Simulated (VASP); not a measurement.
# W (Pm-3m) in VASP: single point with r2SCAN

Aim: the single point of W with r2SCAN.

Everything below comes from runs of VASP 6.6.1. Logs are shortened: lines on timing, memory, paths and dates and some standing lists are left out, and cuts for length are marked.

## (1) The cell of the first run

The structure is cubic, space group Pm-3m (No. 221). The conventional cell has a = 2.558 Å, b = 2.558 Å, c = 2.558 Å, α = 90.00°, β = 90.00°, γ = 90.00°. W (site symmetry m-3m) has 6 W at 2.56 Å within 3.4 Å.

## (2) Single point, r2SCAN

POSCAR reads:

```
W
1.0
   -0.8525465771      1.7050931542      1.7050931542
    1.7050931542     -0.8525465771      1.7050931542
    1.7050931542      1.7050931542     -0.8525465771
W
1
Direct
    0.0000000000      0.0000000000      0.0000000000
```

INCAR.step1 reads:

```
SYSTEM = W
PREC     = Accurate       ! precision mode
ENCUT    = 520            ! plane-wave cutoff, eV
ISMEAR   = 0              ! smearing method
SIGMA    = 0.15           ! smearing width, eV
LREAL    = .False.        ! projectors in reciprocal space
LASPH    = .True.         ! aspherical terms in the spheres
NELM     = 100            ! most SCF steps
NBANDS   = 13             ! bands
GGA      = PE             ! functional
ALGO     = Normal         ! electronic algorithm
EDIFF    = 1E-4           ! SCF threshold, eV
LWAVE    = .True.         ! write WAVECAR
LCHARG   = .False.        ! write CHGCAR
```

INCAR.step2 reads:

```
SYSTEM = W
PREC     = Accurate       ! precision mode
ENCUT    = 520            ! plane-wave cutoff, eV
EDIFF    = 1E-6           ! SCF threshold, eV
ISMEAR   = 0              ! smearing method
SIGMA    = 0.15           ! smearing width, eV
LREAL    = .False.        ! projectors in reciprocal space
LASPH    = .True.         ! aspherical terms in the spheres
NELM     = 100            ! most SCF steps
ALGO     = Normal         ! electronic algorithm
ISIF     = 2              ! what is computed and relaxed
LWAVE    = .False.        ! write WAVECAR
LCHARG   = .False.        ! write CHGCAR
METAGGA  = R2SCAN         ! meta-GGA
LMIXTAU  = .True.       
NBANDS   = 13             ! bands
ISTART   = 1
```

KPOINTS reads:

```
regular mesh
0
Gamma
  22 22 22
  0 0 0
```

Potentials or basis: VASP PAW PBE potentials, release 64 (W_sv).

Run with:

```sh
$ cat potpaw_PBE.64/W_sv/POTCAR > POTCAR
$ cp INCAR.step1 INCAR
$ mpirun -np 1 vasp_std > vasp.out
$ cp INCAR.step2 INCAR
$ mpirun -np 1 vasp_std > vasp.out
```

OUTCAR:

```text
SYSTEM = W
   PREC = Accurate
   ENCUT = 520
   EDIFF = 1E-6
   ISMEAR = 0
   LREAL = .False.
   LASPH = .True.
   NELM = 100
   ISIF = 2
   METAGGA = R2SCAN
   ISTART = 1

 ion  position               nearest neighbor table
   1  0.000  0.000  0.000-

  LATTYP: Found a simple cubic cell.
 ALAT       =     2.5576397313

  Lattice vectors:

 A1 = (  -0.8525465771,   1.7050931542,   1.7050931542)
 A2 = (   1.7050931542,  -0.8525465771,   1.7050931542)
 A3 = (   1.7050931542,   1.7050931542,  -0.8525465771)

Analysis of symmetry for initial positions (statically):
=====================================================================
 Subroutine PRICEL returns:
 Original cell was already a primitive cell.

 Routine SETGRP: Setting up the symmetry group for a
 simple cubic supercell.

 Subroutine GETGRP returns: Found 48 space group operations
 (whereof 48 operations were pure point group operations)
 out of a pool of 48 trial point group operations.

The static configuration has the point symmetry O_h .

Analysis of symmetry for dynamics (positions and initial velocities):
=====================================================================
 Subroutine PRICEL returns:
 Original cell was already a primitive cell.

 Routine SETGRP: Setting up the symmetry group for a
 simple cubic supercell.

 Subroutine GETGRP returns: Found 48 space group operations
 (whereof 48 operations were pure point group operations)
 out of a pool of 48 trial point group operations.

The dynamic configuration has the point symmetry O_h .

 Subroutine INISYM returns: Found 48 space group operations
 (whereof 48 operations are pure point group operations),
 and found     1 'primitive' translations

----------------------------------------------------------------------------------------

                                     Primitive cell

  volume of cell :      16.7309

  direct lattice vectors                    reciprocal lattice vectors
    -0.852546577  1.705093154  1.705093154    -0.130328494  0.260656987  0.260656987
     1.705093154 -0.852546577  1.705093154     0.260656987 -0.130328494  0.260656987
     1.705093154  1.705093154 -0.852546577     0.260656987  0.260656987 -0.130328494

  length of vectors
     2.557639731  2.557639731  2.557639731     0.390985481  0.390985481  0.390985481

  position of ions in fractional coordinates (direct lattice)
     0.000000000  0.000000000  0.000000000
[... 77 lines left out ...]
   LREAL  =      F    real-space projection
   EDIFFG = 0.1E-04   stopping-criterion for IOM
   NSW    =      0    number of steps for IOM
   IBRION =     -1    ionic relax: 0-MD 1-quasi-New 2-CG
   NFREE  =      0    steps in history (QN), initial steepest desc. (CG)
   ISIF   =      2    stress and relaxation
   ISYM   =      2    0-nonsym 1-usesym 2-fastsym
   POTIM  = 0.5000    time-step for ionic-motion
   TEBEG  =    0.0;   TEEND  =   0.0 temperature during run
   PSTRESS=    0.0 pullay stress
   NELECT =      14.0000    total number of electrons
   NUPDOWN=      -1.0000    fix difference up-down
   EMIN   =  10.00;   EMAX   =-10.00  energy-range for DOS
   EFERMI =   0.00;   METHOD = LEGACY
   ISMEAR =     0;   SIGMA  =   0.15  broadening in eV -4-tet -1-fermi 0-gaus
   EFERMI_NEDOS =   21; number of points for ismear=-14 and -15
   IALGO  =     38    algorithm
   IMIX   =      4    mixing-type and parameters
     AMIX     =   0.40;   BMIX     =  1.00
     AMIX_MAG =   1.60;   BMIX_MAG =  1.00
  volume/ion in A,a.u.               =      16.73       112.91
  Fermi-wavevector in a.u.,A,eV,Ry     =   1.542688  2.915258 32.380324  2.379887
  Thomas-Fermi vector in A             =   2.648457
   LORBIT       =      0    0 simple, 1 ext, 2 COOP (PROOUT), +10 PAW based schemes
   METAGGA = R2SCAN    functional components
   LHFCALC =     F    Hartree Fock is set to
   AEXX    =    0.0000 exact exchange contribution
   IVDW    =     0    specifies the selected vdW correction
   LEPSILON=     F    determine dielectric tensor
   LRPA    =     F    only Hartree local field effects (RPA)
 non-spin polarized calculation
 Gauss-broadening in eV      SIGMA  =   0.15
  energy-cutoff  :      520.00
  volume of cell :       16.73
 maximum number of plane-waves:       468
 NGX is ok and might be reduce to    20
   NGX =  9   NGY =  9   NGZ =  9

 number of electron      14.0000002 magnetization

 Free energy of the ion-electron system (eV)
  ---------------------------------------------------
  ext. energy  EPLUGINS =         0.00000000
  ---------------------------------------------------
  free energy    TOTEN  =       -49.72055124 eV

  energy without entropy =      -49.71246602  energy(sigma->0) =      -49.71650863

 E-fermi :  10.4485     XC(G=0): -14.3866

 val. band max:       10.4403403409   @ k =   0.4091   0.3182   0.1818
 cond. band min:      10.4725877845   @ k =   0.4545   0.3182   0.1818
 fundamental gap:      0.0322474436
 Fermi energy:        10.4485124617

 k-point     1 :       0.0000    0.0000    0.0000
  band No.  band energies     occupation
      1     -65.5135      2.00000
      2     -28.2840      2.00000
      3     -28.2840      2.00000
      4     -28.2840      2.00000
      5       0.9970      2.00000
      6       5.2654      2.00000
      7       5.2654      2.00000
      8      16.0916      0.00000
      9      16.0916      0.00000
     10      16.0916      0.00000
     11      26.8768      0.00000
     12      26.8768      0.00000
     13      26.8768      0.00000
[... 354 lines left out ...]
  band No.  band energies     occupation
      1     -65.4891      2.00000
      2     -28.4336      2.00000
      3     -28.4165      2.00000
      4     -28.2586      2.00000
      5       1.6100      2.00000
      6       5.5615      2.00000
      7       5.8187      2.00000
      8      15.0046      0.00000
      9      15.4928      0.00000
     10      15.7338      0.00000
     11      25.7921      0.00000
     12      26.2726      0.00000
     13      28.2180      0.00000

 [... further k-points ...]
[... 5 lines left out ...]
  --------------------------------------------------------------------------------------
  -------------------------------------------------------------------------------------
  Total        2.2922265      2.2922265      2.2922265     -0.0000000     -0.0000000      0.0000000
  in kB      219.5078187    219.5078187    219.5078187     -0.0000000     -0.0000000      0.0000000
  external PRESSURE =     219.5078187 kB  Pullay stress =       0.0000000 kB

 VOLUME and BASIS-vectors are now :
 -----------------------------------------------------------------------------
  energy-cutoff  :      520.00
  volume of cell :       16.73
      direct lattice vectors                 reciprocal lattice vectors
    -0.852546577  1.705093154  1.705093154    -0.130328494  0.260656987  0.260656987
     1.705093154 -0.852546577  1.705093154     0.260656987 -0.130328494  0.260656987
     1.705093154  1.705093154 -0.852546577     0.260656987  0.260656987 -0.130328494

 POSITION                                       TOTAL-FORCE (eV/Angst)
 -----------------------------------------------------------------------------------
      0.00000      0.00000      0.00000         0.000000     -0.000000      0.000000
 -----------------------------------------------------------------------------------
    total drift:                                0.000000      0.000000      0.000000

  FREE ENERGIE OF THE ION-ELECTRON SYSTEM (eV)
  ---------------------------------------------------
  free  energy   TOTEN  =       -49.7205512422 eV

  energy  without entropy=      -49.7124660163  energy(sigma->0) =      -49.71650863
```

OSZICAR.step1:

```text
N       E                     dE             d eps       ncg     rms          rms(c)
DAV:   1     0.881870055006E+02    0.88187E+02   -0.74668E+03  9498   0.121E+03
DAV:   2    -0.100265053002E+02   -0.98214E+02   -0.93687E+02 10579   0.315E+02
DAV:   3    -0.117521959468E+02   -0.17257E+01   -0.17180E+01 10659   0.411E+01
DAV:   4    -0.117601894823E+02   -0.79935E-02   -0.79933E-02 10574   0.309E+00
DAV:   5    -0.117602662138E+02   -0.76732E-04   -0.76731E-04 10769   0.287E-01    0.203E+01
DAV:   6    -0.114643955100E+02    0.29587E+00   -0.25989E-01  9769   0.647E+00    0.912E+00
DAV:   7    -0.113916120497E+02    0.72783E-01   -0.13659E-01 10314   0.452E+00    0.525E-01
DAV:   8    -0.113889760385E+02    0.26360E-02   -0.49798E-03  9974   0.921E-01    0.282E-02
DAV:   9    -0.113889649527E+02    0.11086E-04   -0.67825E-05  7417   0.113E-01
   1 F= -.11388965E+02 E0= -.11383380E+02  d E =-.111705E-01
```

Wall time 2.9 min (1 thread of Intel Xeon Platinum 8259CL at 2.50GHz (Skylake/Cascade Lake), shared host); peak memory 0.19 GiB.

What came out:

```yaml
Free_energy: -49.7206 eV
Pressure: 22.0 GPa
Band_gap_on_the_k_mesh: zero (band 7 reaches 12.65 eV, above the bottom of band 8 at 9.36 eV)
```

Caveat: the PAW data sets were made with another functional, which shifts forces and pressure a little; spin-orbit coupling is left out, which moves the levels of the heavy elements.
